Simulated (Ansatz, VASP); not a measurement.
One calculation of ZnSe, two programs

```
Zn Se
1.0
     0.00000    2.86647    2.86647
     2.86647    0.00000    2.86647
     2.86647    2.86647    0.00000
Zn Se
1 1
Direct
  0.00000 0.00000 0.00000
  0.25000 0.25000 0.25000
```

Alike in both runs: functional PBE; k mesh 8 × 8 × 8; occupations gaussian, width 0.02 eV; no spin polarisation.

Ansatz relaxed the structure, and its values are those at the end. VASP's run is a single point on that final structure, the one shown.

|  | VASP | Ansatz |
| --- | --- | --- |
| version | VASP 6.6.1 | Ansatz 0.2.0 |
| potentials or method | VASP PAW PBE potentials, release 64 (Zn, Se), cutoff 500 eV | scalar-relativistic, plane waves, PAW |
| valence electrons in the cell | 18 | 28 |

```csv
,VASP,Ansatz,Ansatz less VASP
gap on the k mesh at the Fermi level (eV),1.15,1.15,-0.004
least direct gap on the mesh (eV),1.15,1.15,-0.004
pressure (GPa),0.2,0.0,-0.20
```

With one functional, cell and mesh, what is left measures potentials, basis and numerics. VASP's potentials hold 18 valence electrons a cell and Ansatz's 28, so a difference there can come from the potentials and not from the codes.
